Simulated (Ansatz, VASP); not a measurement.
Sr2TeO in VASP and in Ansatz

File INCAR:

```
SYSTEM = Sr2TeO
PREC = Accurate
ENCUT = 520
EDIFF = 1E-6
ISMEAR = 0
SIGMA = 0.01
LREAL = .False.
LASPH = .True.
NELM = 60
ALGO = Normal
ISIF = 2
LWAVE = .False.
LCHARG = .True.
GGA = PE
LELF = .True.
LVHAR = .True.
NBANDS = 24
```

Contents of KPOINTS:

```
regular mesh
0
Gamma
  6 6 6
  0 0 0
```

File POSCAR:

```
Sr2TeO
1.0
    2.0754777657      1.1982776467      7.0937061148
   -2.0754777657      1.1982776467      7.0937061148
    0.0000000000     -2.3965552935      7.0937061148
O Te Sr
1 1 2
Direct
    1.0000000000      0.0000000000      0.0000000000
    0.5000000000      0.5000000000      0.5000000000
    0.2676818666      0.2676818666      0.2676818666
    0.7323181334      0.7323181334      0.7323181334
```

Input for Ansatz:

```yaml
crystal:
  lattice:
    - [2.0754777657, 1.1982776467, 7.0937061148]
    - [-2.0754777657, 1.1982776467, 7.0937061148]
    - [0.0, -2.3965552935, 7.0937061148]
  atoms:
    - { symbol: O, position: [1.0, 0.0, 0.0] }
    - { symbol: Te, position: [0.5, 0.5, 0.5] }
    - { symbol: Sr, position: [0.2676818666, 0.2676818666, 0.2676818666] }
    - { symbol: Sr, position: [0.7323181334, 0.7323181334, 0.7323181334] }
kpoints:
  mp_grid: { grid: [6, 6, 6] }
hamiltonian:
  xc: pbe
scf:
  occupations: { method: fixed }
  n_extra_bands: 5
output:
  forces: true
  stress: true
  eigenvalues: true
```

Alike in both runs: task single point; functional PBE; k mesh 6 × 6 × 6; no spin polarisation.

|  | VASP | Ansatz |
| --- | --- | --- |
| version | VASP 6.6.1 | Ansatz 0.2.0 |
| potentials or method | VASP PAW PBE potentials, release 64 (O, Te, Sr_sv) | plane waves, PAW |
| plane-wave cutoff (eV) | 520 | 420 |
| occupations | gaussian, width 0.01 eV | fixed |
| valence electrons in the cell | 32 | 42 |

|  | VASP | Ansatz | Ansatz less VASP |
| --- | --- | --- | --- |
| gap on the k mesh at the Fermi level (eV) | 1.10 | 1.11 | +0.014 |
| pressure (GPa) | 0.2 | 0.0 | -0.19 |
| traceless stress, the component that is largest in VASP (GPa) | 0.06 | 0.05 | -0.012 |

VASP's potentials hold 32 valence electrons a cell and Ansatz's 42, so a difference there can come from the potentials and not from the codes.

Neither program's run includes spin-orbit coupling.
